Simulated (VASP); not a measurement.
# S (P6_3/mmc) in VASP: notebook

Runs on S. Level: PBE. Tasks: single point, relaxation of cell and atoms.

Program: VASP 6.6.1. These are calculated values, not measurements. Logs are shortened: lines on timing, memory, paths and dates and some standing lists are left out, and cuts for length are marked.

## 1. The cell of the first run

The structure is hexagonal, space group P6_3/mmc (No. 194). Conventional cell: a = 4.031 Å, b = 4.031 Å, c = 9.890 Å, α = 90.00°, β = 90.00°, γ = 120.00°. S (site symmetry -6m2) has 3 S at 2.33 Å within 3.1 Å. S (site symmetry -6m2) has 3 S at 2.33 Å within 3.1 Å.

## 2. Single point, PBE

INCAR

```
SYSTEM = S
PREC = Accurate ; ENCUT = 520
EDIFF = 1E-6 ; ISMEAR = 0
SIGMA = 0.1 ; LREAL = .False.
LASPH = .True. ; NELM = 100
ALGO = Normal ; ISIF = 2
LWAVE = .False. ; LCHARG = .False.
GGA = PE ; NBANDS = 20
```

KPOINTS

```
Automatic mesh
0
Gamma
  6 6 2
  0 0 0
```

POSCAR

```
S
1.0
    4.0306617264      0.0000000000      0.0000000000
   -2.0153308633      3.4906554492      0.0000000000
    0.0000000000      0.0000000000      9.8898137950
S
4
Direct
    0.0000000000      0.0000000000      0.2500000000
    0.0000000000      0.0000000000      0.7500000000
    0.3333333333      0.6666666667      0.7500000000
    0.6666666667      0.3333333333      0.2500000000
```

Potentials or basis: VASP PAW PBE potentials, release 64 (S).

Command:

```sh
> cat potpaw_PBE.64/S/POTCAR > POTCAR
> mpirun -np 1 vasp_std > vasp.out
```

OUTCAR:

```text
SYSTEM = S
   PREC = Accurate
   ENCUT = 520
   EDIFF = 1E-6
   ISMEAR = 0
   LREAL = .False.
   LASPH = .True.
   NELM = 100
   ISIF = 2
   GGA = PE

 ion  position               nearest neighbor table
   1  0.000  0.000  0.250-   4 2.33   4 2.33   4 2.33
   2  0.000  0.000  0.750-   3 2.33   3 2.33   3 2.33
   3  0.333  0.667  0.750-   2 2.33   2 2.33   2 2.33
   4  0.667  0.333  0.250-   1 2.33   1 2.33   1 2.33

  LATTYP: Found a hexagonal cell.
 ALAT       =     4.0306617264
 C/A-ratio  =     2.4536451993

  Lattice vectors:

 A1 = (   4.0306617264,   0.0000000000,   0.0000000000)
 A2 = (  -2.0153308633,   3.4906554492,   0.0000000000)
 A3 = (   0.0000000000,   0.0000000000,   9.8898137950)

Analysis of symmetry for initial positions (statically):
=====================================================================
 Subroutine PRICEL returns:
 Original cell was already a primitive cell.

 Routine SETGRP: Setting up the symmetry group for a
 hexagonal supercell.

 Subroutine GETGRP returns: Found 24 space group operations
 (whereof 12 operations were pure point group operations)
 out of a pool of 24 trial point group operations.

The static configuration has the point symmetry D_3d.
 The point group associated with its full space group is D_6h.

Analysis of symmetry for dynamics (positions and initial velocities):
=====================================================================
 Subroutine PRICEL returns:
 Original cell was already a primitive cell.

 Routine SETGRP: Setting up the symmetry group for a
 hexagonal supercell.

 Subroutine GETGRP returns: Found 24 space group operations
 (whereof 12 operations were pure point group operations)
 out of a pool of 24 trial point group operations.

The dynamic configuration has the point symmetry D_3d.
 The point group associated with its full space group is D_6h.

 Subroutine INISYM returns: Found 24 space group operations
 (whereof 12 operations are pure point group operations),
 and found     1 'primitive' translations

----------------------------------------------------------------------------------------

                                     Primitive cell

  volume of cell :     139.1462

  direct lattice vectors                    reciprocal lattice vectors
     4.030661726  0.000000000  0.000000000     0.248098220  0.143239574  0.000000000
    -2.015330863  3.490655449  0.000000000     0.000000000  0.286479148  0.000000000
     0.000000000  0.000000000  9.889813795     0.000000000  0.000000000  0.101114138

  length of vectors
     4.030661726  4.030661727  9.889813795     0.286479148  0.286479148  0.101114138

  position of ions in fractional coordinates (direct lattice)
     0.000000000  0.000000000  0.250000000
     0.000000000  0.000000000  0.750000000
     0.333333333  0.666666667  0.750000000
     0.666666667  0.333333333  0.250000000

  ion indices of the primitive-cell ions
   primitive index   ion index
                 1           1
                 2           2
                 3           3
                 4           4

----------------------------------------------------------------------------------------

 KPOINTS: Automatic mesh

Automatic generation of k-mesh.
 Grid dimensions read from file:
 generate k-points for:    6    6    2

 Generating k-lattice:

  Cartesian coordinates                     Fractional coordinates (reciprocal lattice)
     0.041349703  0.023873262  0.000000000     0.166666667 -0.000000000  0.000000000
     0.000000000  0.047746525  0.000000000     0.000000000  0.166666667  0.000000000
     0.000000000  0.000000000  0.050557069     0.000000000  0.000000000  0.500000000

  Length of vectors
     0.047746525  0.047746525  0.050557069

  Shift w.r.t. Gamma in fractional coordinates (k-lattice)
     0.000000000  0.000000000  0.000000000

 Subroutine IBZKPT returns following result:
 ===========================================

 Found     14 irreducible k-points:

 Following reciprocal coordinates:
            Coordinates               Weight
  0.000000  0.000000  0.000000      1.000000
  0.166667 -0.000000  0.000000      6.000000
  0.333333 -0.000000  0.000000      6.000000
  0.500000  0.000000  0.000000      3.000000
  0.166667  0.166667  0.000000      6.000000
  0.333333  0.166667  0.000000     12.000000
  0.333333  0.333333  0.000000      2.000000
  0.000000  0.000000  0.500000      1.000000
  0.166667 -0.000000  0.500000      6.000000
  0.333333 -0.000000  0.500000      6.000000
  0.500000  0.000000  0.500000      3.000000
  0.166667  0.166667  0.500000      6.000000
  0.333333  0.166667  0.500000     12.000000
  0.333333  0.333333  0.500000      2.000000
   k-points           NKPTS =     14   k-points in BZ     NKDIM =     14   number of bands    NBANDS=     20
   number of dos      NEDOS =    301   number of ions     NIONS =      4
   total plane-waves  NPLWV =  72000
   dimension x,y,z NGX =    30 NGY =   30 NGZ =   80
   dimension x,y,z NGXF=    60 NGYF=   60 NGZF=  160
   ions per type =               4
   NGX,Y,Z   is equivalent  to a cutoff of  12.37, 12.37, 13.45 a.u.
   NGXF,Y,Z  is equivalent  to a cutoff of  24.75, 24.75, 26.90 a.u.
 SYSTEM =  S
   PREC   = accura    normal or accurate (medium, high low for compatibility)
   ISTART =      0    job   : 0-new  1-cont  2-samecut
   ICHARG =      2    charge: 1-file 2-atom 10-const
   ISPIN  =      1    spin polarized calculation?
   LNONCOLLINEAR =      F non collinear calculations
   LSORBIT =      F    spin-orbit coupling
   LASPH  =      T    aspherical Exc in radial PAW
   ENCUT  =  520.0 eV  38.22 Ry    6.18 a.u.   7.49  7.49 18.39*2*pi/ulx,y,z
   NELM   =    100;   NELMIN=  2; NELMDL= -5     # of ELM steps
   EDIFF  = 0.1E-05   stopping-criterion for ELM
   LREAL  =      F    real-space projection
   EDIFFG = 0.1E-04   stopping-criterion for IOM
   NSW    =      0    number of steps for IOM
   IBRION =     -1    ionic relax: 0-MD 1-quasi-New 2-CG
   NFREE  =      0    steps in history (QN), initial steepest desc. (CG)
   ISIF   =      2    stress and relaxation
   ISYM   =      2    0-nonsym 1-usesym 2-fastsym
   POTIM  = 0.5000    time-step for ionic-motion
   TEBEG  =    0.0;   TEEND  =   0.0 temperature during run
   PSTRESS=    0.0 pullay stress
   NELECT =      24.0000    total number of electrons
   NUPDOWN=      -1.0000    fix difference up-down
   EMIN   =  10.00;   EMAX   =-10.00  energy-range for DOS
   EFERMI =   0.00;   METHOD = LEGACY
   ISMEAR =     0;   SIGMA  =   0.10  broadening in eV -4-tet -1-fermi 0-gaus
   EFERMI_NEDOS =   21; number of points for ismear=-14 and -15
   IALGO  =     38    algorithm
   IMIX   =      4    mixing-type and parameters
     AMIX     =   0.40;   BMIX     =  1.00
     AMIX_MAG =   1.60;   BMIX_MAG =  1.00
  volume/ion in A,a.u.               =      34.79       234.75
  Fermi-wavevector in a.u.,A,eV,Ry     =   0.911286  1.722081 11.298855  0.830442
  Thomas-Fermi vector in A             =   2.035548
   LORBIT       =      0    0 simple, 1 ext, 2 COOP (PROOUT), +10 PAW based schemes
   GGA     = PE    functional components
   LHFCALC =     F    Hartree Fock is set to
   AEXX    =    0.0000 exact exchange contribution
   IVDW    =     0    specifies the selected vdW correction
   LEPSILON=     F    determine dielectric tensor
   LRPA    =     F    only Hartree local field effects (RPA)
 non-spin polarized calculation
 Gauss-broadening in eV      SIGMA  =   0.10
  energy-cutoff  :      520.00
  volume of cell :      139.15
 maximum number of plane-waves:      3787
 NGX is ok and might be reduce to    30
   NGX = 15   NGY = 15   NGZ = 37

 number of electron      24.0000011 magnetization

 Free energy of the ion-electron system (eV)
  ---------------------------------------------------
  ext. energy  EPLUGINS =         0.00000000
  ---------------------------------------------------
  free energy    TOTEN  =       -13.29126707 eV

  energy without entropy =      -13.26216963  energy(sigma->0) =      -13.27671835

 E-fermi :   0.6254     XC(G=0):  -6.7885

 val. band max:        0.5451537933   @ k =   0.0000   0.0000   0.0000
 cond. band min:       0.6317239948   @ k =   0.1667  -0.0000   0.0000
 fundamental gap:      0.0865702015
 Fermi energy:         0.6254443883

 k-point     1 :       0.0000    0.0000    0.0000
  band No.  band energies     occupation
      1     -15.3124      2.00000
      2     -15.2997      2.00000
      3      -8.0670      2.00000
      4      -8.0624      2.00000
      5      -4.7672      2.00000
      6      -4.7672      2.00000
[... 12 lines left out ...]
     19       8.3298      0.00000
     20       8.7884      0.00000

 k-point     2 :       0.1667   -0.0000    0.0000
  band No.  band energies     occupation
      1     -15.0714      2.00000
      2     -15.0591      2.00000
      3      -9.2256      2.00000
      4      -9.2206      2.00000
      5      -5.0294      2.00000
      6      -5.0221      2.00000
[... 12 lines left out ...]
     19       8.8055      0.00000
     20       9.1731      0.00000

 k-point     3 :       0.3333   -0.0000    0.0000
  band No.  band energies     occupation
      1     -14.4002      2.00000
      2     -14.3896      2.00000
      3     -10.9780      2.00000
      4     -10.9720      2.00000
      5      -5.4497      2.00000
      6      -5.4399      2.00000
[... 12 lines left out ...]
     19       8.4280      0.00000
     20       8.5468      0.00000

 k-point     4 :       0.5000    0.0000    0.0000
  band No.  band energies     occupation
      1     -13.7834      2.00000
      2     -13.7776      2.00000
      3     -11.9883      2.00000
      4     -11.9871      2.00000
      5      -5.6263      2.00000
      6      -5.6157      2.00000
[... 199 lines left out ...]
 k-point    13 :       0.3333    0.1667    0.5000
  band No.  band energies     occupation
      1     -13.8053      2.00000
      2     -13.8053      2.00000
      3     -11.9187      2.00000
      4     -11.9187      2.00000
      5      -6.0325      2.00000
      6      -6.0325      2.00000
[... 12 lines left out ...]
     19       6.9742      0.00000
     20       6.9742      0.00000

 k-point    14 :       0.3333    0.3333    0.5000
  band No.  band energies     occupation
      1     -12.9306      2.00000
      2     -12.9306      2.00000
      3     -12.9288      2.00000
      4     -12.9288      2.00000
      5      -6.4142      2.00000
      6      -6.4142      2.00000
[... 12 lines left out ...]
     19       6.1413      0.00000
     20       6.1413      0.00000

------------------------ aborting loop because EDIFF is reached ----------------------------------------

  FORCE on cell =-STRESS in cart. coord.  units (eV):
  Direction    XX          YY          ZZ          XY          YZ          ZX
  --------------------------------------------------------------------------------------
  -------------------------------------------------------------------------------------
  Total       -0.3976781     -0.3976781     -0.0914248      0.0000000      0.0000000      0.0000000
  in kB       -4.5790016     -4.5790016     -1.0526964      0.0000000      0.0000000      0.0000000
  external PRESSURE =      -3.4035665 kB  Pullay stress =       0.0000000 kB

 VOLUME and BASIS-vectors are now :
 -----------------------------------------------------------------------------
  energy-cutoff  :      520.00
  volume of cell :      139.15
      direct lattice vectors                 reciprocal lattice vectors
     4.030661726  0.000000000  0.000000000     0.248098220  0.143239574  0.000000000
    -2.015330863  3.490655449  0.000000000     0.000000000  0.286479148  0.000000000
     0.000000000  0.000000000  9.889813795     0.000000000  0.000000000  0.101114138

 POSITION                                       TOTAL-FORCE (eV/Angst)
 -----------------------------------------------------------------------------------
      0.00000      0.00000      2.47245         0.000000      0.000000     -0.000000
      0.00000      0.00000      7.41736        -0.000000     -0.000000     -0.000000
     -0.00000      2.32710      7.41736        -0.000000      0.000000      0.000000
      2.01533      1.16355      2.47245         0.000000     -0.000000      0.000000
 -----------------------------------------------------------------------------------
    total drift:                                0.000000     -0.000000      0.000000

  FREE ENERGIE OF THE ION-ELECTRON SYSTEM (eV)
  ---------------------------------------------------
  free  energy   TOTEN  =       -13.2912670692 eV

  energy  without entropy=      -13.2621696285  energy(sigma->0) =      -13.27671835
```

Wall time 20 s (1 thread of Intel Xeon 6975P-C (Granite Rapids), shared host); peak memory 0.24 GiB.

What came out:

* Free energy: -13.2913 eV
* Pressure: -0.3 GPa
* Band gap on the k mesh: zero (band 12 reaches 0.64 eV, above the bottom of band 13 at 0.23 eV)

Stress tensor (GPa, compression positive):
```
-0.46  0.00  0.00
 0.00 -0.46  0.00
 0.00  0.00 -0.11
```

Caveat: this functional lacks dispersion, which binds the layers, so the pressure and a relaxed spacing across them are unreliable.

## 3. Relaxation of cell and atoms, PBE

This run uses another cell than the first one, of 29.86 Å³/atom, 0.858 times its volume.

INCAR

```
PREC = Accurate ; ENCUT = 600
EDIFF = 1E-6 ; ISMEAR = 0
SIGMA = 0.1 ; LREAL = F
LASPH = T ; NELM = 100
ALGO = Normal ; ISIF = 3
LWAVE = F ; LCHARG = F
GGA = PE ; IBRION = 2
NSW = 90 ; EDIFFG = -0.04
```

KPOINTS

```
Automatic mesh
0
Gamma
  6 6 2
```

POSCAR

```
S
1.0
    3.6996465595      0.0000000000      0.0000000000
   -1.8498232798      3.2039879056      0.0000000000
    0.0000000000      0.0000000000     10.0762731500
S
4
Direct
    0.0000000000      0.0000000000      0.2500000000
    0.0000000000      0.0000000000      0.7500000000
    0.3333333333      0.6666666667      0.7500000000
    0.6666666667      0.3333333333      0.2500000000
```

Potentials or basis: VASP PAW PBE potentials, release 64 (S).

Command:

```sh
> cat potpaw_PBE.64/S/POTCAR > POTCAR
> mpirun -np 1 vasp_std > vasp.out
```

Wall time 52 s (1 thread of Intel Xeon 6975P-C (Granite Rapids), shared host); peak memory 0.24 GiB.

The run converged. Its results:

- Free energy: -13.2892 eV
- Relaxed volume: 35.24 Å³/atom
- Relaxed cell: a = 4.021 Å, b = 4.021 Å, c = 10.070 Å, α = 90.00°, β = 90.00°, γ = 120.00°
- Space group after relaxing (to 0.05 Å): P6_3/mmc (No. 194)
- Energy gained by relaxing: 201.5 meV/atom
- Ionic steps: 4
- Pressure after relaxing: -0.1 GPa
- Band gap on the k mesh: zero (band 12 reaches 0.56 eV, above the bottom of band 13 at 0.18 eV)

The path:
```tsv
step	energy change (eV)	largest force (eV/Å)	pressure (GPa)	volume (Å³)
1	0.0000	0.0000	9.42	119.44
2	-0.6329	0.0000	-3.17	151.69
3	-0.8046	0.0000	0.28	140.01
4	-0.8058	0.0000	-0.08	140.97
```

Final structure:
```
S
1.0
     4.02062    0.00000    0.00000
    -2.01031    3.48196    0.00000
     0.00000    0.00000   10.06984
S
4
Cartesian
  -2.0103 3.4820 2.5175
  4.0206 0.0000 7.5524
  0.0000 2.3213 7.5524
  2.0103 1.1607 2.5175
```

Levels at points of the mesh, in eV from the Fermi level:
```tsv
k point	band 10	band 11	band 12	band 13	band 14	band 15
(0.00, 0.00, 0.00)	-4.19	-0.09	-0.09	-0.08	-0.08	0.96
(0.50, 0.00, 0.00)	-2.87	-1.44	-1.41	2.30	2.30	3.43
(0.00, 0.00, 0.50)	-4.34	-0.09	-0.09	-0.09	-0.09	0.98
(0.50, 0.00, 0.50)	-2.92	-1.43	-1.43	2.30	2.30	3.43
```

Caveat: the volume moved by over 15 % at a fixed basis, so the end points are rough; this functional lacks dispersion, which binds the layers, so the pressure and a relaxed spacing across them are unreliable.

(Part 1 of 2 ends here.)
